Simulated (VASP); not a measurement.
# Os: single point with RPBE

Crystal: Os.

```
Os
1.0
    -1.59234    1.59234    1.59234
     1.59234   -1.59234    1.59234
     1.59234    1.59234   -1.59234
Os
1
Direct
  0.00000 0.00000 0.00000
```

This isn't the form of Os at room conditions, which is hcp.

```yaml
Program: VASP 6.6.1
Task: single point
Functional: RPBE
Potentials_or_basis: VASP PAW PBE potentials, release 64 (Os)
Cutoff: 520 eV
k_mesh: 16 × 16 × 16
Occupations: fermi-dirac, width 0.1 eV
Spin: no spin polarisation
Dipole_correction: no
Further_INCAR_settings: ALGO = Normal; EDIFF = 1e-07; NBANDS = 10
```

```yaml
Pressure: -21.8 GPa
Band_gap_on_the_k_mesh: zero (bands 4 and 5 overlap by 3.69 eV)
```

Levels at points of the mesh, in eV from the Fermi level:
```tsv
k point	band 1	band 2	band 3	band 4	band 5	band 6	band 7	band 8
(0.00, 0.00, 0.00)	-9.90	-2.87	-2.87	-2.87	-0.04	-0.04	16.06	16.06
(0.50, 0.00, 0.00)	-6.72	-4.62	-0.21	-0.12	0.45	2.66	7.66	12.31
(0.50, 0.50, 0.50)	-6.22	-6.22	1.99	1.99	1.99	7.37	7.37	7.37
```

Wall time 25 s on 1 thread of Intel Xeon 8259CL, with other jobs on the host, peak memory 0.16 GiB.

Caveat: the cell stands under tension; the PAW data sets were made with another functional, which shifts forces and pressure a little; spin-orbit coupling is left out, which moves the levels of the heavy elements.
